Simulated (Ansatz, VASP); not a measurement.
## GaP in VASP and in Ansatz

```xyz
2
Lattice="0.0000 2.6701 2.6701 2.6701 0.0000 2.6701 2.6701 2.6701 0.0000" Properties=species:S:1:pos:R:3 pbc="T T T"
Ga    0.0000    0.0000    0.0000
P     1.3350    1.3350    1.3350
```

Alike in both runs: functional r2SCAN; k mesh 10 × 10 × 10; occupations fermi-dirac, width 0.02 eV; no spin polarisation.

Ansatz relaxed the structure, and its values are those at the end. VASP's run is a single point on that final structure, the one shown.

|  | VASP | Ansatz |
| --- | --- | --- |
| version | VASP 6.6.1 | Ansatz 0.2.0 |
| potentials or method | VASP PAW PBE potentials, release 64 (Ga_d, P), cutoff 520 eV | PAW plane waves |
| valence electrons in the cell | 18 | 18 |

Ansatz gave:

```
gap on the k mesh at the Fermi level (eV) : 1.75
pressure (GPa)                            : 6.2
```

Task: What did VASP give for the same quantities?

Result: gap on the k mesh at the Fermi level (eV): 1.76; pressure (GPa): 6.2.

VASP's potentials were made for PBE, not for r2SCAN. Ansatz's warnings: stress scf threshold loose.
